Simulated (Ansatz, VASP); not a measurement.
One calculation of ZnO, two programs

```
Zn O
1.0
     2.88130    0.00000    0.00000
    -1.44065    2.49528    0.00000
     0.00000    0.00000    5.21736
Zn O
2 2
Direct
  0.00000 0.00000 0.00000
  0.00000 0.00000 0.50000
  0.33333 0.66667 0.25000
  0.66667 0.33333 0.75000
```

Change from the starting cell: epitaxial_xy strain -3.2%.

Alike in both runs: task single point; functional r2SCAN; k mesh 12 × 12 × 6; no spin polarisation.

```csv
,VASP,Ansatz
version,VASP 6.6.1,Ansatz 0.2.0
potentials or method,"VASP PAW PBE potentials, release 64 (Zn, O)","plane waves, PAW"
plane-wave cutoff (eV),520,500
occupations,"gaussian, width 0.01 eV",fixed
valence electrons in the cell,36,36
```

|  | VASP | Ansatz | Ansatz less VASP |
| --- | --- | --- | --- |
| gap on the k mesh at the Fermi level (eV) | 1.44 | 1.46 | +0.016 |
| pressure (GPa) | 10.6 | 8.9 | -1.71 |
| traceless stress, the component that is largest in VASP (GPa) | -8.88 | -8.91 | -0.035 |

VASP's potentials were made for PBE, not for r2SCAN.
